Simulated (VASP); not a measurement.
# TiTe2 (P-3m1) in VASP: notebook

TiTe2 is run at these levels: PBEsol; tasks: single point.

Program: VASP 6.6.1. These are calculated values, not measurements. Logs are shortened: lines on timing, memory, paths and dates and some standing lists are left out, and cuts for length are marked.

### 1 The cell of the first run

Symmetry: P-3m1, No. 164, trigonal system. Conventional cell: a = 3.777 Å, b = 3.777 Å, c = 6.498 Å, α = 90.00°, β = 90.00°, γ = 120.00°. Ti (site symmetry -3m) has 6 Te at 2.77 Å and 6 Ti at 3.78 Å within 3.8 Å. Te (site symmetry 3m) has 3 Ti at 2.77 Å and 9 Te at 3.78 Å within 3.8 Å.

### 2 Single point, PBEsol

Input file INCAR:

```
SYSTEM = TiTe2
ALGO = Normal
EDIFF = 1E-7
ENCUT = 520
GGA = PS
ISIF = 2
ISMEAR = -1
LASPH = .True.
LCHARG = .True.
LELF = .True.
LREAL = .False.
LVHAR = .True.
LWAVE = .False.
NBANDS = 19
NELM = 60
PREC = Accurate
SIGMA = 0.3
```

Input file KPOINTS:

```
k-points
0
Gamma
  10 10 5
  0 0 0
```

Input file POSCAR:

```
TiTe2
1.0
    3.7770000000      0.0000000000      0.0000000000
   -1.8885000000      3.2709779500      0.0000000000
    0.0000000000      0.0000000000      6.4980000000
Ti Te
1 2
Direct
    0.0000000000      0.0000000000      0.0000000000
    0.6666666667      0.3333333333      0.2628000000
    0.3333333333      0.6666666667      0.7372000000
```

Potentials or basis: VASP PAW PBE potentials, release 64 (Ti_sv, Te).

Run with:

```sh
> cat potpaw_PBE.64/Ti_sv/POTCAR potpaw_PBE.64/Te/POTCAR > POTCAR
> mpirun -np 1 vasp_std > vasp.out
```

OUTCAR:

```text
SYSTEM = TiTe2
   EDIFF = 1E-7
   ENCUT = 520
   GGA = PS
   ISIF = 2
   ISMEAR = -1
   LASPH = .True.
   LREAL = .False.
   NELM = 60
   PREC = Accurate

 ion  position               nearest neighbor table
   1  0.000  0.000  0.000-   2 2.77   3 2.77   3 2.77   2 2.77   2 2.77   3 2.77
   2  0.667  0.333  0.263-   1 2.77   1 2.77   1 2.77
   3  0.333  0.667  0.737-   1 2.77   1 2.77   1 2.77

  LATTYP: Found a hexagonal cell.
 ALAT       =     3.7770000000
 C/A-ratio  =     1.7204130262

  Lattice vectors:

 A1 = (   3.7770000000,   0.0000000000,   0.0000000000)
 A2 = (  -1.8885000000,   3.2709779500,   0.0000000000)
 A3 = (   0.0000000000,   0.0000000000,   6.4980000000)

Analysis of symmetry for initial positions (statically):
=====================================================================
 Subroutine PRICEL returns:
 Original cell was already a primitive cell.

 Routine SETGRP: Setting up the symmetry group for a
 hexagonal supercell.

 Subroutine GETGRP returns: Found 12 space group operations
 (whereof 12 operations were pure point group operations)
 out of a pool of 24 trial point group operations.

The static configuration has the point symmetry D_3d.

Analysis of symmetry for dynamics (positions and initial velocities):
=====================================================================
 Subroutine PRICEL returns:
 Original cell was already a primitive cell.

 Routine SETGRP: Setting up the symmetry group for a
 hexagonal supercell.

 Subroutine GETGRP returns: Found 12 space group operations
 (whereof 12 operations were pure point group operations)
 out of a pool of 24 trial point group operations.

The dynamic configuration has the point symmetry D_3d.

 Subroutine INISYM returns: Found 12 space group operations
 (whereof 12 operations are pure point group operations),
 and found     1 'primitive' translations

----------------------------------------------------------------------------------------

                                     Primitive cell

  volume of cell :      80.2794

  direct lattice vectors                    reciprocal lattice vectors
     3.777000000  0.000000000  0.000000000     0.264760392  0.152859484  0.000000000
    -1.888500000  3.270977950  0.000000000     0.000000000  0.305718967  0.000000000
     0.000000000  0.000000000  6.498000000     0.000000000  0.000000000  0.153893506

  length of vectors
     3.777000000  3.777000000  6.498000000     0.305718967  0.305718967  0.153893506

  position of ions in fractional coordinates (direct lattice)
     0.000000000  0.000000000  0.000000000
     0.666666667  0.333333333  0.262800000
     0.333333333  0.666666667  0.737200000

  ion indices of the primitive-cell ions
   primitive index   ion index
                 1           1
                 2           2
                 3           3

----------------------------------------------------------------------------------------

 KPOINTS: k-points

Automatic generation of k-mesh.
 Grid dimensions read from file:
 generate k-points for:   10   10    5

 Generating k-lattice:

  Cartesian coordinates                     Fractional coordinates (reciprocal lattice)
     0.026476039  0.015285948  0.000000000     0.100000000 -0.000000000  0.000000000
     0.000000000  0.030571897  0.000000000     0.000000000  0.100000000  0.000000000
     0.000000000  0.000000000  0.030778701     0.000000000  0.000000000  0.200000000

  Length of vectors
     0.030571897  0.030571897  0.030778701

  Shift w.r.t. Gamma in fractional coordinates (k-lattice)
     0.000000000  0.000000000  0.000000000

 Subroutine IBZKPT returns following result:
 ===========================================

 Found     58 irreducible k-points:

 Following reciprocal coordinates:
            Coordinates               Weight
  0.000000  0.000000  0.000000      1.000000
  0.100000  0.000000  0.000000      6.000000
  0.200000  0.000000  0.000000      6.000000
  0.300000  0.000000  0.000000      6.000000
  0.400000  0.000000  0.000000      6.000000
  0.500000  0.000000  0.000000      3.000000
[... 16 lines left out ...]
  0.000000  0.400000  0.200000      6.000000
  0.500000  0.000000  0.200000      6.000000
 [... further k-points ...]
   k-points           NKPTS =     58   k-points in BZ     NKDIM =     58   number of bands    NBANDS=     19
   number of dos      NEDOS =    301   number of ions     NIONS =      3
   total plane-waves  NPLWV =  37632
   dimension x,y,z NGX =    28 NGY =   28 NGZ =   48
   dimension x,y,z NGXF=    56 NGYF=   56 NGZF=   96
   ions per type =               1   2
   NGX,Y,Z   is equivalent  to a cutoff of  12.32, 12.32, 12.28 a.u.
   NGXF,Y,Z  is equivalent  to a cutoff of  24.65, 24.65, 24.56 a.u.
 SYSTEM =  TiTe2
   PREC   = accura    normal or accurate (medium, high low for compatibility)
   ISTART =      0    job   : 0-new  1-cont  2-samecut
   ICHARG =      2    charge: 1-file 2-atom 10-const
   ISPIN  =      1    spin polarized calculation?
   LNONCOLLINEAR =      F non collinear calculations
   LSORBIT =      F    spin-orbit coupling
   LASPH  =      T    aspherical Exc in radial PAW
   ENCUT  =  520.0 eV  38.22 Ry    6.18 a.u.   7.02  7.02 12.08*2*pi/ulx,y,z
   NELM   =     60;   NELMIN=  2; NELMDL= -5     # of ELM steps
   EDIFF  = 0.1E-06   stopping-criterion for ELM
   LREAL  =      F    real-space projection
   EDIFFG = 0.1E-05   stopping-criterion for IOM
   NSW    =      0    number of steps for IOM
   IBRION =     -1    ionic relax: 0-MD 1-quasi-New 2-CG
   NFREE  =      0    steps in history (QN), initial steepest desc. (CG)
   ISIF   =      2    stress and relaxation
   ISYM   =      2    0-nonsym 1-usesym 2-fastsym
   POTIM  = 0.5000    time-step for ionic-motion
   TEBEG  =    0.0;   TEEND  =   0.0 temperature during run
   PSTRESS=    0.0 pullay stress
   NELECT =      24.0000    total number of electrons
   NUPDOWN=      -1.0000    fix difference up-down
   EMIN   =  10.00;   EMAX   =-10.00  energy-range for DOS
   EFERMI =   0.00;   METHOD = LEGACY
   ISMEAR =    -1;   SIGMA  =   0.30  broadening in eV -4-tet -1-fermi 0-gaus
   EFERMI_NEDOS =   21; number of points for ismear=-14 and -15
   IALGO  =     38    algorithm
   IMIX   =      4    mixing-type and parameters
     AMIX     =   0.40;   BMIX     =  1.00
     AMIX_MAG =   1.60;   BMIX_MAG =  1.00
  volume/ion in A,a.u.               =      26.76       180.58
  Fermi-wavevector in a.u.,A,eV,Ry     =   1.094655  2.068597 16.303438  1.198269
  Thomas-Fermi vector in A             =   2.230964
   LORBIT       =      0    0 simple, 1 ext, 2 COOP (PROOUT), +10 PAW based schemes
   GGA     = PS    functional components
   LHFCALC =     F    Hartree Fock is set to
   AEXX    =    0.0000 exact exchange contribution
   IVDW    =     0    specifies the selected vdW correction
   LEPSILON=     F    determine dielectric tensor
   LRPA    =     F    only Hartree local field effects (RPA)
 non-spin polarized calculation
  energy-cutoff  :      520.00
  volume of cell :       80.28
 maximum number of plane-waves:      2175
   NGX = 13   NGY = 13   NGZ = 25

 number of electron      23.9999998 magnetization

 Free energy of the ion-electron system (eV)
  ---------------------------------------------------
  ext. energy  EPLUGINS =         0.00000000
  ---------------------------------------------------
  free energy    TOTEN  =       -17.75133103 eV

  energy without entropy =      -17.21638159  energy(sigma->0) =      -17.48385631

 E-fermi :   6.6257     XC(G=0): -10.0049

 val. band max:        6.5625741115   @ k =   0.2000   0.0000   0.0000
 cond. band min:       6.6619147857   @ k =   0.4000   0.0000   0.2000
 fundamental gap:      0.0993406742
 Fermi energy:         6.6257391986

 k-point     1 :       0.0000    0.0000    0.0000
  band No.  band energies     occupation
      1     -50.4137      2.00000
      2     -26.7803      2.00000
      3     -26.7803      2.00000
      4     -26.7395      2.00000
      5      -5.7470      2.00000
      6      -4.2409      2.00000
[... 11 lines left out ...]
     18      11.7208      0.00000
     19      12.5017      0.00000

 k-point     2 :       0.1000    0.0000    0.0000
  band No.  band energies     occupation
      1     -50.4134      2.00000
      2     -26.7845      2.00000
      3     -26.7813      2.00000
      4     -26.7386      2.00000
      5      -5.6364      2.00000
      6      -4.1841      2.00000
[... 11 lines left out ...]
     18      12.4449      0.00000
     19      13.0664      0.00000

 k-point     3 :       0.2000    0.0000    0.0000
  band No.  band energies     occupation
      1     -50.4126      2.00000
      2     -26.7954      2.00000
      3     -26.7838      2.00000
      4     -26.7361      2.00000
      5      -5.3184      2.00000
      6      -4.0311      2.00000
[... 11 lines left out ...]
     18      12.6296      0.00000
     19      13.5521      0.00000

 k-point     4 :       0.3000    0.0000    0.0000
  band No.  band energies     occupation
      1     -50.4117      2.00000
      2     -26.8087      2.00000
      3     -26.7868      2.00000
      4     -26.7329      2.00000
      5      -4.8422      2.00000
      6      -3.8421      2.00000
[... 11 lines left out ...]
     18      12.2133      0.00000
     19      12.7347      0.00000

 k-point     5 :       0.4000    0.0000    0.0000
  band No.  band energies     occupation
      1     -50.4109      2.00000
      2     -26.8195      2.00000
      3     -26.7893      2.00000
      4     -26.7304      2.00000
      5      -4.3162      2.00000
      6      -3.7338      2.00000
[... 11 lines left out ...]
     18      12.1317      0.00000
     19      12.2728      0.00000

 k-point     6 :       0.5000    0.0000    0.0000
  band No.  band energies     occupation
      1     -50.4106      2.00000
      2     -26.8236      2.00000
      3     -26.7903      2.00000
      4     -26.7294      2.00000
      5      -3.9847      2.00000
      6      -3.7908      2.00000
[... 11 lines left out ...]
     18      11.9654      0.00000
     19      12.2694      0.00000

 k-point     7 :       0.1000    0.1000    0.0000
  band No.  band energies     occupation
      1     -50.4129      2.00000
      2     -26.7917      2.00000
      3     -26.7833      2.00000
      4     -26.7368      2.00000
      5      -5.4219      2.00000
      6      -4.0788      2.00000
[... 11 lines left out ...]
     18      13.2680      0.00000
     19      13.7250      0.00000

 k-point     8 :       0.2000    0.1000    0.0000
  band No.  band energies     occupation
      1     -50.4120      2.00000
      2     -26.8031      2.00000
      3     -26.7868      2.00000
      4     -26.7340      2.00000
      5      -5.0233      2.00000
      6      -3.9042      2.00000
[... 256 lines left out ...]
 k-point    20 :       0.3000    0.0000    0.2000
  band No.  band energies     occupation
      1     -50.4117      2.00000
      2     -26.8088      2.00000
      3     -26.7868      2.00000
      4     -26.7329      2.00000
      5      -4.7827      2.00000
      6      -3.9256      2.00000
[... 11 lines left out ...]
     18      11.6289      0.00000
     19      12.1200      0.00000

 k-point    21 :       0.0000    0.3000    0.2000
  band No.  band energies     occupation
      1     -50.4117      2.00000
      2     -26.8088      2.00000
      3     -26.7868      2.00000
      4     -26.7329      2.00000
      5      -4.7423      2.00000
      6      -3.9909      2.00000
[... 11 lines left out ...]
     18      11.9574      0.00000
     19      12.7496      0.00000

 k-point    22 :       0.4000    0.0000    0.2000
  band No.  band energies     occupation
      1     -50.4109      2.00000
      2     -26.8195      2.00000
      3     -26.7893      2.00000
      4     -26.7304      2.00000
      5      -4.3088      2.00000
      6      -3.7296      2.00000
[... 11 lines left out ...]
     18      11.3331      0.00000
     19      11.7743      0.00000

 k-point    23 :       0.0000    0.4000    0.2000
  band No.  band energies     occupation
      1     -50.4109      2.00000
      2     -26.8195      2.00000
      3     -26.7893      2.00000
      4     -26.7304      2.00000
      5      -4.2197      2.00000
      6      -3.8493      2.00000
[... 11 lines left out ...]
     18      11.3587      0.00000
     19      12.2801      0.00000

 k-point    24 :       0.5000    0.0000    0.2000
  band No.  band energies     occupation
      1     -50.4106      2.00000
      2     -26.8236      2.00000
      3     -26.7903      2.00000
      4     -26.7294      2.00000
      5      -3.9916      2.00000
      6      -3.7719      2.00000
[... 11 lines left out ...]
     18      11.2610      0.00000
     19      11.9998      0.00000

 [... further k-points ...]

------------------------ aborting loop because EDIFF is reached ----------------------------------------

  FORCE on cell =-STRESS in cart. coord.  units (eV):
  Direction    XX          YY          ZZ          XY          YZ          ZX
  --------------------------------------------------------------------------------------
  -------------------------------------------------------------------------------------
  Total       -1.0504065     -1.0504065     -0.5494899      0.0000000     -0.0000000      0.0000000
  in kB      -20.9634941    -20.9634941    -10.9664483      0.0000000     -0.0000000      0.0000000
  external PRESSURE =     -17.6311455 kB  Pullay stress =       0.0000000 kB

 VOLUME and BASIS-vectors are now :
 -----------------------------------------------------------------------------
  energy-cutoff  :      520.00
  volume of cell :       80.28
      direct lattice vectors                 reciprocal lattice vectors
     3.777000000  0.000000000  0.000000000     0.264760392  0.152859484  0.000000000
    -1.888500000  3.270977950  0.000000000     0.000000000  0.305718967  0.000000000
     0.000000000  0.000000000  6.498000000     0.000000000  0.000000000  0.153893506

 POSITION                                       TOTAL-FORCE (eV/Angst)
 -----------------------------------------------------------------------------------
      0.00000      0.00000      0.00000         0.000000      0.000000      0.000000
      1.88850      1.09033      1.70767         0.000000     -0.000000     -0.031465
     -0.00000      2.18065      4.79033        -0.000000      0.000000      0.031465
 -----------------------------------------------------------------------------------
    total drift:                                0.000000     -0.000000      0.000000

  FREE ENERGIE OF THE ION-ELECTRON SYSTEM (eV)
  ---------------------------------------------------
  free  energy   TOTEN  =       -17.7513310338 eV

  energy  without entropy=      -17.2163815920  energy(sigma->0) =      -17.48385631
```

Wall time 52 s (1 thread of Intel Xeon Platinum 8559C (Emerald Rapids), shared host); peak memory 0.23 GiB.

Results:

| Quantity | Value |
| --- | --- |
| Free energy | -17.7513 eV |
| Pressure | -1.8 GPa |
| Largest force | 0.031 eV/Å |
| Band gap on the k mesh | zero (bands 12 and 13 overlap by 0.64 eV) |

Forces in eV/Å, atoms in the order of the input:
```
Ti   0.000  0.000  0.000
Te   0.000  0.000 -0.031
Te   0.000  0.000  0.031
```

Levels at points of the mesh, in eV from the Fermi level:
| k point | band 9 | band 10 | band 11 | band 12 | band 13 | band 14 | band 15 | band 16 |
| --- | --- | --- | --- | --- | --- | --- | --- | --- |
| (0.00, 0.00, 0.00) | -1.57 | 0.46 | 0.54 | 0.54 | 0.64 | 1.13 | 1.13 | 3.18 |
| (0.50, 0.00, 0.00) | -2.67 | -2.33 | -1.65 | -1.08 | 0.13 | 1.30 | 1.62 | 2.53 |

Caveat: so wide a smearing shifts energies and pressures; the PAW data sets were made with another functional, which shifts forces and pressure a little; spin-orbit coupling is left out, which moves the levels of the heavy elements; this functional lacks dispersion, which binds the layers, so the pressure and a relaxed spacing across them are unreliable.

### 3 Single point, PBEsol

This run uses another cell than the first one, of 27.30 Å³/atom.

Input file INCAR:

```
SYSTEM = TiTe2
PREC = Accurate
ENCUT = 520
EDIFF = 1E-6
ISMEAR = -1
SIGMA = 0.3
LREAL = .FALSE.
LASPH = .TRUE.
NELM = 100
ALGO = Normal
ISIF = 2
LWAVE = .FALSE.
LCHARG = .FALSE.
GGA = PS
NBANDS = 19
```

Input file KPOINTS:

```
regular mesh
0
G
  10 10 5
  0 0 0
```

Input file POSCAR:

```
TiTe2
1.0
    3.8020139740      0.0000000000      0.0000000000
   -1.9010069870      3.2926406869      0.0000000000
    0.0000000000      0.0000000000      6.5410343667
Ti Te
1 2
Direct
    0.0000000000      0.0000000000      0.0000000000
    0.6666666667      0.3333333333      0.2628000000
    0.3333333333      0.6666666667      0.7372000000
```

Potentials or basis: VASP PAW PBE potentials, release 64 (Ti_sv, Te).

Run with:

```sh
> cat potpaw_PBE.64/Ti_sv/POTCAR potpaw_PBE.64/Te/POTCAR > POTCAR
> mpirun -np 1 vasp_std > vasp.out
```

Wall time 52 s (1 thread of Intel Xeon Platinum 8559C (Emerald Rapids), shared host); peak memory 0.24 GiB.

It converged, with:

* Free energy: -17.7282 eV
* Pressure: -2.9 GPa
* Largest force: 0.188 eV/Å
* Band gap on the k mesh: zero (bands 12 and 13 overlap by 0.61 eV)

Forces on the atoms (eV/Å):
```
Ti   0.000  0.000  0.000
Te   0.000  0.000 -0.188
Te   0.000  0.000  0.188
```

Stress tensor (GPa, compression positive):
```
-3.17  0.00  0.00
 0.00 -3.17  0.00
 0.00  0.00 -2.32
```

Levels at points of the mesh, in eV from the Fermi level:
```tsv
k point	band 10	band 11	band 12	band 13	band 14	band 15
(0.00, 0.00, 0.00)	0.47	0.54	0.54	0.60	1.08	1.08
(0.50, 0.00, 0.00)	-2.27	-1.62	-1.07	0.14	1.27	1.58
```

Caveat: so wide a smearing shifts energies and pressures; the PAW data sets were made with another functional, which shifts forces and pressure a little; spin-orbit coupling is left out, which moves the levels of the heavy elements; this functional lacks dispersion, which binds the layers, so the pressure and a relaxed spacing across them are unreliable.

### 4 Single point, PBEsol

This run uses another cell than the first one, of 27.83 Å³/atom.

Input file INCAR:

```
SYSTEM = TiTe2
ALGO = Normal
EDIFF = 1E-6
ENCUT = 520
GGA = PS
ISIF = 2
ISMEAR = -1
LASPH = .TRUE.
LCHARG = .FALSE.
LREAL = .FALSE.
LWAVE = .FALSE.
NBANDS = 19
NELM = 60
PREC = Accurate
SIGMA = 0.3
```

Input file KPOINTS:

```
k-points
0
G
  10 10 5
  0 0 0
```

Input file POSCAR:

```
TiTe2
1.0
    3.8267030682      0.0000000000      0.0000000000
   -1.9133515341      3.3140220697      0.0000000000
    0.0000000000      0.0000000000      6.5835098060
Ti Te
1 2
Direct
    0.0000000000      0.0000000000      0.0000000000
    0.6666666667      0.3333333333      0.2628000000
    0.3333333333      0.6666666667      0.7372000000
```

Run with:

```sh
> cat potpaw_PBE.64/Ti_sv/POTCAR potpaw_PBE.64/Te/POTCAR > POTCAR
> mpirun -np 1 vasp_std > vasp.out
```

Wall time 50 s (1 thread of Intel Xeon Platinum 8559C (Emerald Rapids), shared host); peak memory 0.24 GiB.

The run converged. Its results:

```
Free energy            : -17.6945 eV
Pressure               : -3.9 GPa
Largest force          : 0.333 eV/Å
Band gap on the k mesh : zero (bands 12 and 13 overlap by 0.59 eV)
```

Forces on the atoms (eV/Å):
```
Ti   0.000  0.000  0.000
Te   0.000  0.000 -0.333
Te   0.000  0.000  0.333
```

Stress tensor (GPa, compression positive):
```
-4.12  0.00  0.00
 0.00 -4.12  0.00
 0.00  0.00 -3.42
```

Levels at points of the mesh, in eV from the Fermi level:
| k point | band 8 | band 9 | band 10 | band 11 | band 12 | band 13 | band 14 | band 15 | band 16 | band 17 |
| --- | --- | --- | --- | --- | --- | --- | --- | --- | --- | --- |
| (0.00, 0.00, 0.00) | -1.51 | -1.51 | 0.48 | 0.54 | 0.54 | 0.57 | 1.03 | 1.03 | 3.02 | 3.02 |
| (0.50, 0.00, 0.00) | -3.50 | -2.56 | -2.22 | -1.58 | -1.05 | 0.14 | 1.24 | 1.54 | 2.45 | 3.31 |

Caveat: the cell stands under tension; so wide a smearing shifts energies and pressures; the PAW data sets were made with another functional, which shifts forces and pressure a little; spin-orbit coupling is left out, which moves the levels of the heavy elements; this functional lacks dispersion, which binds the layers, so the pressure and a relaxed spacing across them are unreliable.

(Part 1 of 2 ends here.)
